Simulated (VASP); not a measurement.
Set up this calculation in VASP 6.6.1, as the native input.

| Item | Value |
| --- | --- |
| Task | single point |
| Functional | PBEsol |
| Potentials or basis | VASP PAW PBE potentials, release 64 (Si, O) |
| Cutoff | 520 eV |
| k mesh | 2 × 2 × 2, shifted |
| Occupations | fermi-dirac, width 0.05 eV |
| Spin | collinear spin |
| Starting moments | [0.0, 0.667, 0.0, 0.667, 0.0, 0.667, 0.0, 0.0, 0.0, 0.0, 0.0, 0.0, 0.0, 0.0, 0.0, 0.0] μB |
| Dipole correction | no |
| Further INCAR settings | LREAL = Auto; ALGO = Normal; EDIFF = 1e-06; NBANDS = 60 |

The structure of Si3O5 (a cell with a defect) lies in POSCAR:

```
Si3O5
1.0
    9.9016390000      0.0000000000      0.0000000000
   -2.4754100000      4.2875350000      0.0000000000
    0.0000000000      0.0000000000      5.4429400000
Si O
6 10
Direct
    0.2435170000      0.9807030000      0.3537410000
    0.7158180000      0.9815030000      0.3405560000
    0.9975920000      0.4526940000      0.7104970000
    0.4851380000      0.4860500000      0.6959920000
    0.2554570000      0.5342570000      0.9725150000
    0.7427560000      0.5280480000      0.0208210000
    0.2133670000      0.2543490000      0.1998000000
    0.3713620000      0.0934020000      0.5417350000
    0.8632320000      0.1435340000      0.5511040000
    0.4314770000      0.5704860000      0.8503810000
    0.9391650000      0.6115480000      0.8775040000
    0.1433120000      0.4263700000      0.7943500000
    0.6305530000      0.4080390000      0.7778450000
    0.0486820000      0.7113430000      0.4455830000
    0.3008680000      0.8775830000      0.1144770000
    0.7979700000      0.8513340000      0.1012030000
```

These files were run (other wordings do the same):

INCAR

```
SYSTEM = Si3O5
PREC = Accurate
ENCUT = 520
EDIFF = 1E-6
ISMEAR = -1
SIGMA = 0.05
LREAL = Auto
LASPH = .TRUE.
NELM = 150
ALGO = Normal
ISIF = 2
LWAVE = .FALSE.
LCHARG = .TRUE.
ISPIN = 2
MAGMOM = 0 0.667 0 0.667 0 0.667 0 0 0 0 0 0 0 0 0 0
LORBIT = 11
GGA = PS
LELF = .TRUE.
LVHAR = .TRUE.
NBANDS = 60
```

KPOINTS

```
Automatic mesh
0
Gamma
  2 2 2
  0.5 0.5 0.5
```

Potentials or basis: VASP PAW PBE potentials, release 64 (Si, O).

The run is started by

```console
$ cat potpaw_PBE.64/Si/POTCAR potpaw_PBE.64/O/POTCAR > POTCAR
$ mpirun -np 1 vasp_std > vasp.out
```

Results of the run:

```
Pressure                                              : 13.0 GPa
Largest force                                         : 54.501 eV/Å
Band gap on the k mesh                                : 1.45 eV
Net moment                                            : 0.00 μB per cell
Valence electrons inside the program's atomic spheres : Si 1.66, 1.44, 1.69, 2.14, 1.75, 1.65; O 5.09, 5.17, 5.12, 5.63, 5.46, 5.13, 5.01, 5.18, 5.21 (each value once)
```

Caveat: the k points lie up to 0.63 Å⁻¹ apart; atoms lie so close that the PAW spheres overlap strongly, which falsifies energies and pressures; the PAW data sets were made with another functional, which shifts forces and pressure a little.

Run time: 2.1 min on 1 thread of AMD EPYC 9R45 96-Core Processor (Zen 5), with other jobs on the host, peak memory 0.41 GiB.
